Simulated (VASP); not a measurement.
BN:

```
N B
1.0
     2.49824    0.00000    0.00000
    -1.24912    2.16354    0.00000
     0.00000    0.00000    6.63570
N B
2 2
Cartesian
  1.2491 0.7212 1.6589
  0.0000 1.4424 4.9768
  1.2491 0.7212 4.9768
  0.0000 1.4424 1.6589
```

- Program: VASP 6.6.1
- Task: relaxation of cell and atoms
- Functional: revPBE
- Dispersion: D3(BJ)
- Potentials or basis: VASP PAW PBE potentials, release 64 (N, B)
- Cutoff: 600 eV
- k mesh: 12 × 12 × 4
- Occupations: fermi-dirac, width 0.05 eV
- Spin: no spin polarisation

At the start: pressure 2.5 GPa; volume 8.97 Å³/atom.

Problem. Where does the relaxation end?

Solution. Over 10 steps the energy falls by 5.0 meV/atom and the volume is 8.50 Å³/atom (-5.1 %); space group P6_3/mmc (No. 194, to 0.05 Å).

Step by step:
| step | energy change (eV) | largest force (eV/Å) | pressure (GPa) | volume (Å³) |
| --- | --- | --- | --- | --- |
| 1 | 0.0000 | 0.0000 | 2.51 | 35.87 |
| 2 | 0.0100 | 0.0000 | -6.43 | 36.60 |
| 3 | -0.0055 | 0.0000 | -0.94 | 36.14 |
| 4 | -0.0077 | 0.0000 | -0.90 | 35.95 |
| 5 | -0.0133 | 0.0000 | -0.76 | 35.40 |
| 6 | -0.0196 | 0.0000 | -0.34 | 34.30 |
| 7 | -0.0198 | 0.0000 | -0.17 | 33.97 |
| 8 | -0.0199 | 0.0000 | -0.21 | 34.04 |
| 9 | -0.0190 | 0.0000 | 1.45 | 33.90 |
| 10 | -0.0199 | 0.0000 | 0.00 | 34.02 |

Final structure:
```
N B
1.0
     2.50842    0.00000    0.00000
    -1.25421    2.17236    0.00000
     0.00000    0.00000    6.24305
N B
2 2
Direct
  0.66667 0.33333 0.25000
  0.33333 0.66667 0.75000
  0.66667 0.33333 0.75000
  0.33333 0.66667 0.25000
```

Caveat: the PAW data sets were made with another functional, which shifts forces and pressure a little.
